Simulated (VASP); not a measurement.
# AlN (P6_3mc) in VASP: further runs, part 2 of 2

VASP 6.6.1. Earlier steps stand in the parts before.

## (4) Relaxation of cell and atoms, PBE

This run uses another cell than the first one, of 10.64 Å³/atom, 1.020 times its volume.

INCAR reads:

```
SYSTEM = AlN
ALGO     = Normal         ! electronic algorithm
EDIFF    = 1E-7           ! SCF threshold, eV
EDIFFG   = -0.01          ! ionic threshold
ENCUT    = 600            ! plane-wave cutoff, eV
GGA      = PE             ! functional
IBRION   = 2              ! ionic algorithm
ISIF     = 3              ! what is computed and relaxed
ISMEAR   = 0              ! smearing method
LASPH    = .True.         ! aspherical terms in the spheres
LCHARG   = .False.        ! write CHGCAR
LREAL    = .False.        ! projectors in reciprocal space
LWAVE    = .False.        ! write WAVECAR
NELM     = 100            ! most SCF steps
NSW      = 100            ! ionic steps
PREC     = Accurate       ! precision mode
SIGMA    = 0.02           ! smearing width, eV
```

KPOINTS reads:

```
k-points
0
Gamma
  12 12 6
  0 0 0
```

POSCAR reads:

```
AlN
1.0
    3.1280891144      0.0000000000      0.0000000000
   -1.5640445572      2.7090046383      0.0000000000
    0.0000000000      0.0000000000      5.0208090815
Al N
2 2
Direct
    0.3333333333      0.6666666667      0.0018742335
    0.6666666667      0.3333333333      0.5018742335
    0.3333333333      0.6666666667      0.3831257565
    0.6666666667      0.3333333333      0.8831257565
```

Potentials or basis: VASP PAW PBE potentials, release 64 (Al, N).

Launch:

```
> cat potpaw_PBE.64/Al/POTCAR potpaw_PBE.64/N/POTCAR > POTCAR
> mpirun -np 1 vasp_std > vasp.out
```

OUTCAR:

```text
SYSTEM = AlN
   EDIFF = 1E-7
   EDIFFG = -0.01
   ENCUT = 600
   GGA = PE
   IBRION = 2
   ISIF = 3
   ISMEAR = 0
   LASPH = .True.
   LREAL = .False.
   NELM = 100
   NSW = 100
   PREC = Accurate

 ion  position               nearest neighbor table
   1  0.333  0.667  0.002-   4 1.90   4 1.90   4 1.90   3 1.91   2 3.09   2 3.09   2 3.09   2 3.09
                             2 3.09   2 3.09
   2  0.667  0.333  0.502-   3 1.90   3 1.90   3 1.90   4 1.91   1 3.09   1 3.09   1 3.09   1 3.09
                             1 3.09   1 3.09
   3  0.333  0.667  0.383-   2 1.90   2 1.90   2 1.90   1 1.91
   4  0.667  0.333  0.883-   1 1.90   1 1.90   1 1.90   2 1.91

  LATTYP: Found a hexagonal cell.
 ALAT       =     3.1280891144
 C/A-ratio  =     1.6050722655

  Lattice vectors:

 A1 = (   3.1280891144,   0.0000000000,   0.0000000000)
 A2 = (  -1.5640445572,   2.7090046383,   0.0000000000)
 A3 = (   0.0000000000,   0.0000000000,   5.0208090815)

Analysis of symmetry for initial positions (statically):
=====================================================================
 Subroutine PRICEL returns:
 Original cell was already a primitive cell.

 Routine SETGRP: Setting up the symmetry group for a
 hexagonal supercell.

 Subroutine GETGRP returns: Found 12 space group operations
 (whereof  6 operations were pure point group operations)
 out of a pool of 24 trial point group operations.

The static configuration has the point symmetry C_3v.
 The point group associated with its full space group is C_6v.

Analysis of symmetry for dynamics (positions and initial velocities):
=====================================================================
 Subroutine PRICEL returns:
 Original cell was already a primitive cell.

 Routine SETGRP: Setting up the symmetry group for a
 hexagonal supercell.

 Subroutine GETGRP returns: Found 12 space group operations
 (whereof  6 operations were pure point group operations)
 out of a pool of 24 trial point group operations.

The dynamic configuration has the point symmetry C_3v.
 The point group associated with its full space group is C_6v.

 Subroutine INISYM returns: Found 12 space group operations
 (whereof  6 operations are pure point group operations),
 and found     1 'primitive' translations

----------------------------------------------------------------------------------------

                                     Primitive cell

  volume of cell :      42.5464

  direct lattice vectors                    reciprocal lattice vectors
     3.128089114  0.000000000  0.000000000     0.319683987  0.184569636  0.000000000
    -1.564044557  2.709004638  0.000000000     0.000000000  0.369139272  0.000000000
     0.000000000  0.000000000  5.020809082     0.000000000  0.000000000  0.199171087

  length of vectors
     3.128089114  3.128089114  5.020809082     0.369139272  0.369139272  0.199171087

  position of ions in fractional coordinates (direct lattice)
     0.333333333  0.666666667  0.001874233
     0.666666667  0.333333333  0.501874233
     0.333333333  0.666666667  0.383125757
     0.666666667  0.333333333  0.883125757

  ion indices of the primitive-cell ions
   primitive index   ion index
[... 67 lines left out ...]
   PREC   = accura    normal or accurate (medium, high low for compatibility)
   ISTART =      0    job   : 0-new  1-cont  2-samecut
   ICHARG =      2    charge: 1-file 2-atom 10-const
   ISPIN  =      1    spin polarized calculation?
   LNONCOLLINEAR =      F non collinear calculations
   LSORBIT =      F    spin-orbit coupling
   LASPH  =      T    aspherical Exc in radial PAW
   ENCUT  =  600.0 eV  44.10 Ry    6.64 a.u.   6.25  6.25 10.03*2*pi/ulx,y,z
   NELM   =    100;   NELMIN=  2; NELMDL= -5     # of ELM steps
   EDIFF  = 0.1E-06   stopping-criterion for ELM
   LREAL  =      F    real-space projection
   EDIFFG = -.1E-01   stopping-criterion for IOM
   NSW    =    100    number of steps for IOM
   IBRION =      2    ionic relax: 0-MD 1-quasi-New 2-CG
   NFREE  =      1    steps in history (QN), initial steepest desc. (CG)
   ISIF   =      3    stress and relaxation
   ISYM   =      2    0-nonsym 1-usesym 2-fastsym
   POTIM  = 0.5000    time-step for ionic-motion
   TEBEG  =    0.0;   TEEND  =   0.0 temperature during run
   PSTRESS=    0.0 pullay stress
   NELECT =      16.0000    total number of electrons
   NUPDOWN=      -1.0000    fix difference up-down
   EMIN   =  10.00;   EMAX   =-10.00  energy-range for DOS
   EFERMI =   0.00;   METHOD = LEGACY
   ISMEAR =     0;   SIGMA  =   0.02  broadening in eV -4-tet -1-fermi 0-gaus
   EFERMI_NEDOS =   21; number of points for ismear=-14 and -15
   IALGO  =     38    algorithm
   IMIX   =      4    mixing-type and parameters
     AMIX     =   0.40;   BMIX     =  1.00
     AMIX_MAG =   1.60;   BMIX_MAG =  1.00
  volume/ion in A,a.u.               =      10.64        71.78
  Fermi-wavevector in a.u.,A,eV,Ry     =   1.181664  2.233021 18.998217  1.396330
  Thomas-Fermi vector in A             =   2.317933
   LORBIT       =      0    0 simple, 1 ext, 2 COOP (PROOUT), +10 PAW based schemes
   GGA     = PE    functional components
   LHFCALC =     F    Hartree Fock is set to
   AEXX    =    0.0000 exact exchange contribution
   IVDW    =     0    specifies the selected vdW correction
   LEPSILON=     F    determine dielectric tensor
   LRPA    =     F    only Hartree local field effects (RPA)
 conjugate gradient relaxation of ions
 non-spin polarized calculation
 Gauss-broadening in eV      SIGMA  =   0.02
  energy-cutoff  :      600.00
  volume of cell :       42.55
 maximum number of plane-waves:      1436
 NGX is ok and might be reduce to    28
   NGX = 13   NGY = 13   NGZ = 21

--------------------------------------- Ionic step        1  -------------------------------------------

 number of electron      16.0000000 magnetization

 Free energy of the ion-electron system (eV)
  ---------------------------------------------------
  ext. energy  EPLUGINS =         0.00000000
  ---------------------------------------------------
  free energy    TOTEN  =       -29.78351727 eV

  energy without entropy =      -29.78351727  energy(sigma->0) =      -29.78351727

------------------------ aborting loop because EDIFF is reached ----------------------------------------

  FORCE on cell =-STRESS in cart. coord.  units (eV):
  Direction    XX          YY          ZZ          XY          YZ          ZX
  --------------------------------------------------------------------------------------
  -------------------------------------------------------------------------------------
  Total       -0.0343535     -0.0343535     -0.1014552      0.0000000      0.0000000     -0.0000000
  in kB       -1.2936578     -1.2936578     -3.8205189      0.0000000      0.0000000     -0.0000000
  external PRESSURE =      -2.1359448 kB  Pullay stress =       0.0000000 kB
[... 63 lines left out ...]
--------------------------------------- Ionic step        3  -------------------------------------------

 number of electron      16.0000000 magnetization

 Free energy of the ion-electron system (eV)
  ---------------------------------------------------
  ext. energy  EPLUGINS =         0.00000000
  ---------------------------------------------------
  free energy    TOTEN  =       -29.78357103 eV

  energy without entropy =      -29.78357103  energy(sigma->0) =      -29.78357103

 E-fermi :   6.0889     XC(G=0): -10.8366

 val. band max:        5.9790929700   @ k =   0.0000   0.0000   0.0000
 cond. band min:      10.0464252999   @ k =   0.0000   0.0000   0.0000
 fundamental gap:      4.0673323298
 Fermi energy:         6.0888576254

 k-point     1 :       0.0000    0.0000    0.0000
  band No.  band energies     occupation
      1      -9.0961      2.00000
      2      -7.0095      2.00000
      3       0.0661      2.00000
      4       5.1429      2.00000
      5       5.1429      2.00000
      6       5.7843      2.00000
      7       5.7843      2.00000
      8       5.9791      2.00000
      9      10.0464      0.00000
     10      12.5180      0.00000
     11      16.4525      0.00000
     12      17.0342      0.00000
[... 331 lines left out ...]
 k-point    24 :       0.3333    0.0000    0.1667
  band No.  band energies     occupation
      1      -7.8003      2.00000
      2      -6.6061      2.00000
      3       1.1373      2.00000
      4       2.0848      2.00000
      5       2.6866      2.00000
      6       4.2461      2.00000
      7       5.2011      2.00000
      8       5.3396      2.00000
      9      11.7712      0.00000
     10      12.5888      0.00000
     11      14.3443      0.00000
     12      16.0332      0.00000

 [... further k-points ...]

------------------------ aborting loop because EDIFF is reached ----------------------------------------

  FORCE on cell =-STRESS in cart. coord.  units (eV):
  Direction    XX          YY          ZZ          XY          YZ          ZX
  --------------------------------------------------------------------------------------
  -------------------------------------------------------------------------------------
  Total        0.0185210      0.0185210     -0.0052405      0.0000000      0.0000000     -0.0000000
  in kB        0.6984135      0.6984135     -0.1976162      0.0000000      0.0000000     -0.0000000
  external PRESSURE =       0.3997369 kB  Pullay stress =       0.0000000 kB
[... 19 lines left out ...]
  FREE ENERGIE OF THE ION-ELECTRON SYSTEM (eV)
  ---------------------------------------------------
  free  energy   TOTEN  =       -29.7835710303 eV

  energy  without entropy=      -29.7835710303  energy(sigma->0) =      -29.78357103

 reached required accuracy - stopping structural energy minimisation
```

It took 3.1 min on 1 thread of AMD EPYC 7R13, shared host; peak memory 0.17 GiB.

What came out:

- Free energy: -29.7836 eV
- Relaxed volume: 10.62 Å³/atom
- Relaxed cell: a = 3.127 Å, b = 3.127 Å, c = 5.017 Å, α = 90.00°, β = 90.00°, γ = 120.00°
- Space group after relaxing (to 0.05 Å): P6_3mc (No. 186)
- Energy gained by relaxing: 0.0 meV/atom
- Ionic steps: 3
- Pressure after relaxing: 0.0 GPa
- Largest force after relaxing: 0.007 eV/Å
- Band gap on the k mesh: 4.07 eV, direct

Forces on the atoms (eV/Å):
```
Al   0.000  0.000 -0.007
Al   0.000  0.000 -0.007
N    0.000  0.000  0.007
N    0.000  0.000  0.007
```

Stress tensor (GPa, compression positive):
```
 0.07  0.00  0.00
 0.00  0.07  0.00
 0.00  0.00 -0.02
```

Final structure:
```cif
data_structure
_symmetry_space_group_name_H-M 'P 1'
_symmetry_Int_Tables_number 1
_cell_length_a 3.1272
_cell_length_b 3.1272
_cell_length_c 5.0167
_cell_angle_alpha 90.000
_cell_angle_beta 90.000
_cell_angle_gamma 120.000
_cell_volume 42.49
loop_
_atom_site_label
_atom_site_type_symbol
_atom_site_fract_x
_atom_site_fract_y
_atom_site_fract_z
_atom_site_occupancy
Al1 Al 0.33333 0.66667 0.00185 1
Al2 Al 0.66667 0.33333 0.50185 1
N1 N 0.33333 0.66667 0.38315 1
N2 N 0.66667 0.33333 0.88315 1
```

Levels at points of the mesh, in eV from the valence-band top:
| k point | band 4 | band 5 | band 6 | band 7 | band 8 | band 9 | band 10 | band 11 | band 12 |
| --- | --- | --- | --- | --- | --- | --- | --- | --- | --- |
| (0.00, 0.00, 0.00) | -0.84 | -0.84 | -0.19 | -0.19 | 0.00 | 4.07 | 6.54 | 10.47 | 11.06 |
| (0.50, 0.00, 0.00) | -4.12 | -3.30 | -2.05 | -1.74 | -0.68 | 5.77 | 5.77 | 8.05 | 10.16 |
| (0.00, 0.00, 0.50) | -3.30 | -0.52 | -0.52 | -0.52 | -0.52 | 6.34 | 6.34 | 10.19 | 10.19 |
| (0.50, 0.00, 0.50) | -5.52 | -1.44 | -1.44 | -1.35 | -1.35 | 5.26 | 5.26 | 9.16 | 9.16 |

A k mesh can miss the band edges. A hybrid or GW would open this gap; PBE tends to underestimate it.

## (5) The runs side by side

```tsv
task	cell	k mesh	cutoff (eV)	smearing	gap on the mesh (eV)	pressure (GPa)	relaxed volume (Å³/atom)	largest force (eV/Å)
relaxation of cell and atoms	relaxed from a = 3.111, b = 3.111, c = 4.978 Å, angles 90.0, 90.0, 120.0°, 4 atoms	6 × 6 × 4	600	gaussian 0.1 eV	4.03	-0.1	10.62	0.04
single point	a = 3.130, b = 3.130, c = 5.018 Å, angles 90.0, 90.0, 120.0°, 4 atoms	12 × 12 × 6	520	gaussian 0.02 eV	4.04	-0.2	-	-
relaxation of cell and atoms	relaxed from a = 3.128, b = 3.128, c = 5.021 Å, angles 90.0, 90.0, 120.0°, 4 atoms	12 × 12 × 6	600	gaussian 0.02 eV	4.07	0.0	10.62	0.01
```

Alike in all rows: level PBE; potentials or basis VASP PAW PBE potentials, release 64 (Al, N); no spin polarisation.

Total energies depend on the potentials used, so only differences within one code and one set of settings carry meaning.

## (6) How close it comes

Step 3. A measured gap of AlN is 6.034 eV (an exciton energy, a little under the gap; 10 K; quoted in “Self-assembly of well-separated AlN nanowires directly on sputtered metallic TiN films”, 2019, arxiv:1910.07391); the calculated 4.04 eV misses it by -1.99 eV. 2 values of this kind are on record (6.034 to 6.0343 eV); this one was drawn at random. The value is that of PBE on a finite k mesh, which can miss the band edges, without temperature or zero-point motion. Semilocal functionals fall short of measured gaps as a rule.
